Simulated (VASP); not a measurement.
# CoSi2 in VASP: single point with PBE

Aim: the single point of CoSi2 with PBE.

Everything below comes from runs of VASP 6.6.1. Logs are shortened: lines on timing, memory, paths and dates and some standing lists are left out, and cuts for length are marked.

## Step 1: The cell of the first run

The cell holds a slab with vacuum, 6 atoms: a = 3.868 Å, b = 3.868 Å, c = 28.904 Å, α = 90.00°, β = 90.00°, γ = 120.00°.

## Step 2: Single point, PBE

INCAR reads:

```
SYSTEM = CoSi2
PREC     = Accurate       ! precision mode
ENCUT    = 520            ! plane-wave cutoff, eV
EDIFF    = 1E-6           ! SCF threshold, eV
ISMEAR   = 0              ! smearing method
SIGMA    = 0.1            ! smearing width, eV
LREAL    = .FALSE.        ! projectors in reciprocal space
LASPH    = .TRUE.         ! aspherical terms in the spheres
NELM     = 60             ! most SCF steps
ALGO     = Normal         ! electronic algorithm
ISIF     = 2              ! what is computed and relaxed
LWAVE    = .FALSE.        ! write WAVECAR
LCHARG   = .TRUE.         ! write CHGCAR
LDIPOL   = .TRUE.       
IDIPOL   = 3            
DIPOL    = 0.5 0.5 0.660
GGA      = PE             ! functional
LELF     = .TRUE.         ! ELF
LVHAR    = .TRUE.       
LVACPOTAV= .TRUE.       
NBANDS   = 26             ! bands
```

KPOINTS reads:

```
Automatic mesh
0
G
  9 9 1
  0 0 0
```

POSCAR reads:

```
CoSi2
1.0
    3.8677060746      0.0000000000      0.0000000000
   -1.9338530373      3.3495317150      0.0000000000
    0.0000000000      0.0000000000     28.9044396925
Si Co
4 2
Direct
    0.3332319266      0.6667680734      0.5889796135
    0.6665656571      0.3334343429      0.6309383026
    0.9998941149      0.0001058851      0.6879852802
    0.3332283188      0.6667716812      0.7321348482
   -0.0001012253      1.0001012253      0.6091539808
    0.6665606092      0.3334393908      0.7103817750
```

Potentials or basis: VASP PAW PBE potentials, release 64 (Si, Co).

Run with:

```sh
> cat potpaw_PBE.64/Si/POTCAR potpaw_PBE.64/Co/POTCAR > POTCAR
> mpirun -np 1 vasp_std > vasp.out
```

OUTCAR:

```text
SYSTEM = CoSi2
   PREC = Accurate
   ENCUT = 520
   EDIFF = 1E-6
   ISMEAR = 0
   LREAL = .FALSE.
   LASPH = .TRUE.
   NELM = 60
   ISIF = 2
   GGA = PE

 ion  position               nearest neighbor table
   1  0.333  0.667  0.589-   5 2.31   5 2.31   5 2.31   2 2.54   2 2.54   2 2.54
   2  0.667  0.333  0.631-   6 2.30   5 2.32   5 2.32   5 2.32   1 2.54   1 2.54   1 2.54   3 2.78
                             3 2.78   3 2.78
   3  1.000  0.000  0.688-   5 2.28   6 2.32   6 2.32   6 2.32   4 2.57   4 2.57   4 2.57   2 2.78
                             2 2.78   2 2.78
   4  0.333  0.667  0.732-   6 2.32   6 2.32   6 2.32   3 2.57   3 2.57   3 2.57
   5  1.000  0.000  0.609-   3 2.28   1 2.31   1 2.31   1 2.31   2 2.32   2 2.32   2 2.32
   6  0.667  0.333  0.710-   2 2.30   4 2.32   4 2.32   4 2.32   3 2.32   3 2.32   3 2.32

  LATTYP: Found a hexagonal cell.
 ALAT       =     3.8677060746
 C/A-ratio  =     7.4732772178

  Lattice vectors:

 A1 = (   3.8677060746,   0.0000000000,   0.0000000000)
 A2 = (  -1.9338530373,   3.3495317150,   0.0000000000)
 A3 = (   0.0000000000,   0.0000000000,  28.9044396925)

Analysis of symmetry for initial positions (statically):
=====================================================================
 Subroutine PRICEL returns:
 Original cell was already a primitive cell.

 Routine SETGRP: Setting up the symmetry group for a
 hexagonal supercell.

 Subroutine GETGRP returns: Found  2 space group operations
 (whereof  2 operations were pure point group operations)
 out of a pool of 24 trial point group operations.

The static configuration has the point symmetry C_1h.

Analysis of symmetry for dynamics (positions and initial velocities):
=====================================================================
 Subroutine PRICEL returns:
 Original cell was already a primitive cell.

 Routine SETGRP: Setting up the symmetry group for a
 hexagonal supercell.

 Subroutine GETGRP returns: Found  2 space group operations
 (whereof  2 operations were pure point group operations)
 out of a pool of 24 trial point group operations.

The dynamic configuration has the point symmetry C_1h.

 Subroutine INISYM returns: Found  2 space group operations
 (whereof  2 operations are pure point group operations),
 and found     1 'primitive' translations

----------------------------------------------------------------------------------------

                                     Primitive cell

  volume of cell :     374.4571

  direct lattice vectors                    reciprocal lattice vectors
     3.867706075  0.000000000  0.000000000     0.258551188  0.149274598  0.000000000
    -1.933853037  3.349531715  0.000000000     0.000000000  0.298549196  0.000000000
     0.000000000  0.000000000 28.904439692     0.000000000  0.000000000  0.034596761

  length of vectors
     3.867706075  3.867706075 28.904439692     0.298549196  0.298549196  0.034596761

  position of ions in fractional coordinates (direct lattice)
     0.333231927  0.666768073  0.588979614
     0.666565657  0.333434343  0.630938303
     0.999894115  0.000105885  0.687985280
     0.333228319  0.666771681  0.732134848
     0.999898775  0.000101225  0.609153981
     0.666560609  0.333439391  0.710381775

  ion indices of the primitive-cell ions
   primitive index   ion index
                 1           1
                 2           2
                 3           3
                 4           4
                 5           5
                 6           6

----------------------------------------------------------------------------------------

 KPOINTS: Automatic mesh

Automatic generation of k-mesh.
 Grid dimensions read from file:
 generate k-points for:    9    9    1

 Generating k-lattice:

  Cartesian coordinates                     Fractional coordinates (reciprocal lattice)
     0.028727910  0.016586066  0.000000000     0.111111111  0.000000000  0.000000000
     0.000000000  0.033172133  0.000000000     0.000000000  0.111111111  0.000000000
     0.000000000  0.000000000  0.034596761     0.000000000  0.000000000  1.000000000

  Length of vectors
     0.033172133  0.033172133  0.034596761

  Shift w.r.t. Gamma in fractional coordinates (k-lattice)
     0.000000000  0.000000000  0.000000000

 Subroutine IBZKPT returns following result:
 ===========================================

 Found     25 irreducible k-points:

 Following reciprocal coordinates:
            Coordinates               Weight
  0.000000  0.000000  0.000000      1.000000
  0.111111  0.000000  0.000000      4.000000
 -0.111111  0.111111  0.000000      2.000000
  0.222222  0.000000  0.000000      4.000000
 -0.222222  0.222222  0.000000      2.000000
  0.333333  0.000000  0.000000      4.000000
[... 16 lines left out ...]
 -0.222222 -0.444444  0.000000      4.000000
  0.444444  0.333333  0.000000      4.000000
   k-points           NKPTS =     25   k-points in BZ     NKDIM =     25   number of bands    NBANDS=     26
   number of dos      NEDOS =    301   number of ions     NIONS =      6
   total plane-waves  NPLWV = 194400
   dimension x,y,z NGX =    30 NGY =   30 NGZ =  216
   dimension x,y,z NGXF=    60 NGYF=   60 NGZF=  432
   ions per type =               4   2
   NGX,Y,Z   is equivalent  to a cutoff of  12.89, 12.89, 12.42 a.u.
   NGXF,Y,Z  is equivalent  to a cutoff of  25.79, 25.79, 24.85 a.u.
 SYSTEM =  CoSi2
   PREC   = accura    normal or accurate (medium, high low for compatibility)
   ISTART =      0    job   : 0-new  1-cont  2-samecut
   ICHARG =      2    charge: 1-file 2-atom 10-const
   ISPIN  =      1    spin polarized calculation?
   LNONCOLLINEAR =      F non collinear calculations
   LSORBIT =      F    spin-orbit coupling
   LASPH  =      T    aspherical Exc in radial PAW
   ENCUT  =  520.0 eV  38.22 Ry    6.18 a.u.   7.19  7.19 53.74*2*pi/ulx,y,z
   NELM   =     60;   NELMIN=  2; NELMDL= -5     # of ELM steps
   EDIFF  = 0.1E-05   stopping-criterion for ELM
   LREAL  =      F    real-space projection
   EDIFFG = 0.1E-04   stopping-criterion for IOM
   NSW    =      0    number of steps for IOM
   IBRION =     -1    ionic relax: 0-MD 1-quasi-New 2-CG
   NFREE  =      0    steps in history (QN), initial steepest desc. (CG)
   ISIF   =      2    stress and relaxation
   ISYM   =      2    0-nonsym 1-usesym 2-fastsym
   POTIM  = 0.5000    time-step for ionic-motion
   TEBEG  =    0.0;   TEEND  =   0.0 temperature during run
   PSTRESS=    0.0 pullay stress
   NELECT =      34.0000    total number of electrons
   NUPDOWN=      -1.0000    fix difference up-down
   EMIN   =  10.00;   EMAX   =-10.00  energy-range for DOS
   EFERMI =   0.00;   METHOD = LEGACY
   ISMEAR =     0;   SIGMA  =   0.10  broadening in eV -4-tet -1-fermi 0-gaus
   EFERMI_NEDOS =   21; number of points for ismear=-14 and -15
   IALGO  =     38    algorithm
   IMIX   =      4    mixing-type and parameters
     AMIX     =   0.40;   BMIX     =  1.00
     AMIX_MAG =   1.60;   BMIX_MAG =  1.00
  volume/ion in A,a.u.               =      62.41       421.16
  Fermi-wavevector in a.u.,A,eV,Ry     =   0.735812  1.390484  7.366465  0.541420
  Thomas-Fermi vector in A             =   1.829100
   LORBIT       =      0    0 simple, 1 ext, 2 COOP (PROOUT), +10 PAW based schemes
   GGA     = PE    functional components
   LHFCALC =     F    Hartree Fock is set to
   AEXX    =    0.0000 exact exchange contribution
   IVDW    =     0    specifies the selected vdW correction
   LEPSILON=     F    determine dielectric tensor
   LRPA    =     F    only Hartree local field effects (RPA)
 non-spin polarized calculation
 Gauss-broadening in eV      SIGMA  =   0.10
  energy-cutoff  :      520.00
  volume of cell :      374.46
 maximum number of plane-waves:     10143
 NGX is ok and might be reduce to    30
   NGX = 15   NGY = 15   NGZ =107

 dipolmoment           0.000000      0.000000     -0.000010 electrons x Angstroem

 number of electron      33.9999990 magnetization

 dipolmoment           0.000000      0.000000      0.000310 electrons x Angstroem

 Free energy of the ion-electron system (eV)
  ---------------------------------------------------
  ext. energy  EPLUGINS =         0.00000000
  ---------------------------------------------------
  free energy    TOTEN  =       -36.24758464 eV

  energy without entropy =      -36.22224510  energy(sigma->0) =      -36.23491487

 E-fermi :  -2.0243     XC(G=0):  -3.0540

 val. band max:       -2.0284671936   @ k =  -0.2222   0.4444   0.0000
 cond. band min:      -2.0236586169   @ k =   0.4444   0.0000   0.0000
 fundamental gap:      0.0048085766
 Fermi energy:        -2.0243127363

 k-point     1 :       0.0000    0.0000    0.0000
  band No.  band energies     occupation
      1     -14.4078      2.00000
      2     -12.5311      2.00000
      3      -8.4762      2.00000
      4      -5.9329      2.00000
      5      -5.9329      2.00000
      6      -5.7142      2.00000
[... 18 lines left out ...]
     25       1.5138      0.00000
     26       2.4999      0.00000

 k-point     2 :       0.1111    0.0000    0.0000
  band No.  band energies     occupation
      1     -14.2485      2.00000
      2     -12.3750      2.00000
      3      -8.4217      2.00000
      4      -6.4718      2.00000
      5      -5.9567      2.00000
      6      -5.9358      2.00000
[... 18 lines left out ...]
     25       2.7279      0.00000
     26       2.8518      0.00000

 k-point     3 :      -0.1111    0.1111    0.0000
  band No.  band energies     occupation
      1     -14.2485      2.00000
      2     -12.3750      2.00000
      3      -8.4217      2.00000
      4      -6.4718      2.00000
      5      -5.9567      2.00000
      6      -5.9358      2.00000
[... 572 lines left out ...]
 k-point    23 :      -0.2222   -0.4444    0.0000
  band No.  band energies     occupation
      1     -11.5597      2.00000
      2     -10.4651      2.00000
      3      -9.7902      2.00000
      4      -9.3395      2.00000
      5      -7.3958      2.00000
      6      -6.3610      2.00000
[... 18 lines left out ...]
     25       3.5847      0.00000
     26       4.5501      0.00000

 k-point    24 :       0.4444    0.3333    0.0000
  band No.  band energies     occupation
      1     -11.5597      2.00000
      2     -10.4651      2.00000
      3      -9.7902      2.00000
      4      -9.3395      2.00000
      5      -7.3958      2.00000
      6      -6.3610      2.00000
[... 18 lines left out ...]
     25       3.5847      0.00000
     26       4.5501      0.00000

 [... further k-points ...]

------------------------ aborting loop because EDIFF is reached ----------------------------------------

  FORCE on cell =-STRESS in cart. coord.  units (eV):
  Direction    XX          YY          ZZ          XY          YZ          ZX
  --------------------------------------------------------------------------------------
  -------------------------------------------------------------------------------------
  Total       -2.1947261     -2.1947745      1.6945116     -0.0000419     -0.0000103      0.0000179
  in kB       -9.3905019     -9.3907089      7.2502506     -0.0001793     -0.0000442      0.0000767
  external PRESSURE =      -3.8436534 kB  Pullay stress =       0.0000000 kB

 VOLUME and BASIS-vectors are now :
 -----------------------------------------------------------------------------
  energy-cutoff  :      520.00
  volume of cell :      374.46
      direct lattice vectors                 reciprocal lattice vectors
     3.867706075  0.000000000  0.000000000     0.258551188  0.149274598  0.000000000
    -1.933853037  3.349531715  0.000000000     0.000000000  0.298549196  0.000000000
     0.000000000  0.000000000 28.904439692     0.000000000  0.000000000  0.034596761

 POSITION                                       TOTAL-FORCE (eV/Angst)
 -----------------------------------------------------------------------------------
     -0.00059      2.23336     17.02413         0.000014     -0.000008     -0.318528
      1.93327      1.11685     18.23692        -0.000028      0.000016      0.409660
      3.86709      0.00035     19.88583         0.000033     -0.000019     -0.095119
     -0.00061      2.23337     21.16195        -0.000035      0.000020      0.035342
      3.86712      0.00034     17.60725        -0.000016      0.000009     -0.493551
      1.93324      1.11687     20.53319         0.000032     -0.000018      0.462196
 -----------------------------------------------------------------------------------
    total drift:                               -0.000017      0.000010      0.000044

  FREE ENERGIE OF THE ION-ELECTRON SYSTEM (eV)
  ---------------------------------------------------
  free  energy   TOTEN  =       -36.2475846425 eV

  energy  without entropy=      -36.2222451036  energy(sigma->0) =      -36.23491487

 vacuum level on the upper side and lower side of the slab         3.119         3.114
```

Run time: 7 min. Hardware: 1 thread of Intel Xeon Platinum 8488C (Sapphire Rapids), shared host; peak memory 0.55 GiB.

Results:

```
Free energy            : -36.2476 eV
Largest force          : 0.494 eV/Å
Band gap on the k mesh : zero (band 17 reaches -0.02 eV, above the bottom of band 18 at -2.31 eV)
```

Forces in eV/Å, atoms in the order of the input:
```
Si   0.000  0.000 -0.319
Si   0.000  0.000  0.410
Si   0.000  0.000 -0.095
Si   0.000  0.000  0.035
Co   0.000  0.000 -0.494
Co   0.000  0.000  0.462
```

Levels at points of the mesh, in eV from the Fermi level:
```tsv
k point	band 14	band 15	band 16	band 17	band 18	band 19	band 20	band 21
(0.00, 0.00, 0.00)	-0.53	0.81	0.81	2.01	2.14	2.39	2.39	2.63
```
